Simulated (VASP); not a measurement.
Input of a VASP 6.6.1 run:

INCAR

```
SYSTEM = Hf2B5
  PREC = Accurate
  ENCUT = 600
  EDIFF = 1E-6
  ISMEAR = 0
  SIGMA = 0.1
  LREAL = .False.
  LASPH = .True.
  NELM = 100
  ALGO = Normal
  ISIF = 3
  LWAVE = .False.
  LCHARG = .False.
  GGA = PE
  IBRION = 2
  NSW = 100
  EDIFFG = -0.01
```

KPOINTS

```
regular mesh
0
Gamma
  12 12 6
  0 0 0
```

POSCAR

```
Hf2B5
1.0
    3.5575648039      0.0000000000      0.0000000000
   -1.7787824020      3.0809414958      0.0000000000
    0.0000000000      0.0000000000      7.0551350613
Hf B
2 5
Direct
    0.3333333333      0.6666666667      0.3233736247
    0.6666666667      0.3333333333      0.6766263753
    0.5000000000      0.0000000000      0.0000000000
    0.0000000000      0.5000000000      0.0000000000
    0.5000000000      0.5000000000      0.0000000000
    0.0000000000      0.0000000000      0.5000000000
    0.0000000000      0.0000000000      0.0000000000
```

Potentials or basis: VASP PAW PBE potentials, release 64 (Hf_pv, B).

Run with:

```bash
$ cat potpaw_PBE.64/Hf_pv/POTCAR potpaw_PBE.64/B/POTCAR > POTCAR
$ mpirun -np 1 vasp_std > vasp.out
```

Task: What does it give for the band gap on the k mesh?

Result: Zero (an odd number of electrons rules out a gap without spin polarisation).

The path:
```
step  energy change (eV)  largest force (eV/Å)  pressure (GPa)  volume (Å³)
   1              0.0000                0.1638           -0.25        77.33
   2             -0.0014                0.0199            0.31        77.13
   3             -0.0014                0.0234            0.30        77.14
   4             -0.0016                0.0100           -0.12        77.33
```

Caveat: spin-orbit coupling is left out, which moves the levels of the heavy elements.
